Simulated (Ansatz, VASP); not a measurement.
Two plane-wave programs on HfO2

File POSCAR:

```
HfO2
1.0
    0.0000000000      2.5434219888      2.5434219888
    2.5434219888      0.0000000000      2.5434219888
    2.5434219888      2.5434219888      0.0000000000
Hf O
1 2
Direct
    0.0000000000      0.0000000000      0.0000000000
    0.2500000000      0.2500000000      0.2500000000
    0.7500000000      0.7500000000      0.7500000000
```

Contents of INCAR.step1:

```
SYSTEM = HfO2
ALGO = Normal ; EDIFF = 1E-5
ENCUT = 520 ; GGA = PE
ISIF = 2 ; ISMEAR = -1
LASPH = .TRUE. ; LCHARG = .FALSE.
LREAL = .FALSE. ; LWAVE = .TRUE.
NBANDS = 18 ; NELM = 80
PREC = Accurate ; SIGMA = 0.05
```

File INCAR.step2:

```
SYSTEM = HfO2
ALGO = Normal ; EDIFF = 1E-7
ENCUT = 520 ; GGA = PE
HFSCREEN = 0.2079 ; ISIF = 2
ISMEAR = -1 ; ISTART = 1
LASPH = .TRUE. ; LCHARG = .FALSE.
LHFCALC = .TRUE. ; LREAL = .FALSE.
LWAVE = .FALSE. ; NBANDS = 18
NELM = 80 ; PREC = Accurate
PRECFOCK = Normal ; SIGMA = 0.05
```

KPOINTS

```
k-points
0
G
  4 4 4
  0 0 0
```

Input for Ansatz:

```yaml
crystal:
  lattice:
    - [0.0, 2.543421988779, 2.543421988779]
    - [2.543421988779, 0.0, 2.543421988779]
    - [2.543421988779, 2.543421988779, 0.0]
  atoms:
    - { symbol: Hf, position: [0.0, 0.0, 0.0] }
    - { symbol: O, position: [0.25, 0.25, 0.25] }
    - { symbol: O, position: [0.75, 0.75, 0.75] }
kpoints:
  mp_grid: { grid: [4, 4, 4] }
hamiltonian:
  xc: hse06
  pseudopotentials: { kind: paw, source: ansatz }
scf:
  occupations: { method: fermi_dirac, width: 0.05 }
  convergence: { dr2_threshold: "1e-10 eV" }
  exx: { energy_threshold: "3e-8 eV", singularity: regularized }
output:
  forces: true
  stress: true
  eigenvalues: true
```

Alike in both runs: task single point; functional HSE06; k mesh 4 × 4 × 4; occupations fermi-dirac, width 0.05 eV; no spin polarisation.

|  | VASP | Ansatz |
| --- | --- | --- |
| version | VASP 6.6.1 | Ansatz 0.2.0 development build |
| potentials or method | VASP PAW PBE potentials, release 64 (Hf_pv, O) | plane waves |
| plane-wave cutoff (eV) | 520 | 930 |
| valence electrons in the cell | 22 | 38 |

```csv
,VASP,Ansatz,Ansatz less VASP
gap on the k mesh at the Fermi level (eV),5.31,5.35,+0.038
```

With one functional, cell and mesh, what is left measures potentials, basis and numerics. VASP's potentials hold 22 valence electrons a cell and Ansatz's 38, so a difference there can come from the potentials and not from the codes.

The k mesh is coarse, so the values compare programs but aren't converged. Neither program's run includes spin-orbit coupling.
